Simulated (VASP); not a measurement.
Write the native input for VASP 6.6.1 that does the following.

| Quantity | Value |
| --- | --- |
| Task | single point |
| Functional | HSE06 |
| Potentials or basis | VASP PAW PBE potentials, release 64 (Cs_sv, Sn_d, I) |
| Cutoff | 520 eV |
| k mesh | 2 × 2 × 2 |
| Occupations | gaussian, width 0.01 eV |
| Spin | no spin polarisation |
| Dipole correction | no |
| Grid for exact exchange (PRECFOCK) | Fast |
| Further INCAR settings | ALGO = Normal; EDIFF = 1e-06; NBANDS = 30 |
| Share of exact exchange | 0.25 |
| Screening parameter | 0.2079 1/Å |

The system is CsSnI3.

```
Cs Sn I
1.0
     6.24140    0.04275    0.00000
     0.04275    6.24140    0.00000
     0.00000    0.00000    6.24140
Cs Sn I
1 1 3
Direct
  0.00000 0.00000 0.00000
  0.50000 0.50000 0.50000
  0.00000 0.50000 0.50000
  0.50000 0.00000 0.50000
  0.50000 0.50000 0.00000
```

This cell differs from its parent crystal: shear xy strain +1.4%.

One way to write it, as run:

POSCAR

```
CsSnI3
1.0
    6.2414001339      0.0427535909      0.0000000000
    0.0427535909      6.2414001339      0.0000000000
    0.0000000000      0.0000000000      6.2414001339
Cs Sn I
1 1 3
Direct
    0.0000000000      0.0000000000      0.0000000000
    0.5000000000      0.5000000000      0.5000000000
    0.0000000000      0.5000000000      0.5000000000
    0.5000000000      0.0000000000      0.5000000000
    0.5000000000      0.5000000000      0.0000000000
```

INCAR.step1

```
  PREC = Accurate
  ENCUT = 520
  EDIFF = 1E-5
  ISMEAR = 0
  SIGMA = 0.01
  LREAL = False
  LASPH = True
  NELM = 80
  ALGO = Normal
  ISIF = 2
  LWAVE = True
  NBANDS = 30
  GGA = PE
```

INCAR.step2

```
  PREC = Accurate
  ENCUT = 520
  EDIFF = 1E-6
  ISMEAR = 0
  SIGMA = 0.01
  LREAL = False
  LASPH = True
  NELM = 80
  ALGO = Normal
  ISIF = 2
  LWAVE = False
  LCHARG = True
  GGA = PE
  LHFCALC = True
  HFSCREEN = 0.2079
  PRECFOCK = Fast
  LELF = True
  LVHAR = True
  NBANDS = 30
  ISTART = 1
```

KPOINTS

```
Automatic mesh
0
Gamma
  2 2 2
```

Potentials or basis: VASP PAW PBE potentials, release 64 (Cs_sv, Sn_d, I).

Command:

```sh
$ cat potpaw_PBE.64/Cs_sv/POTCAR potpaw_PBE.64/Sn_d/POTCAR potpaw_PBE.64/I/POTCAR > POTCAR
$ cp INCAR.step1 INCAR
$ mpirun -np 1 vasp_std > vasp.out
$ cp INCAR.step2 INCAR
$ mpirun -np 1 vasp_std > vasp.out
```

It gave:

| Property | Result |
| --- | --- |
| Pressure | 1.4 GPa |
| Band gap on the k mesh | 0.84 eV |

Caveat: the k points lie up to 0.50 Å⁻¹ apart; the cell differs from its parent crystal (shear xy strain +1.4%); the PAW data sets were made with another functional, which shifts forces and pressure a little; spin-orbit coupling is left out, which moves the levels of the heavy elements.

Wall time 9.7 min on 1 thread of Intel(R) Xeon(R) Platinum 8375C CPU @ 2.90GHz (Ice Lake) (shared host), peak memory 0.45 GiB.
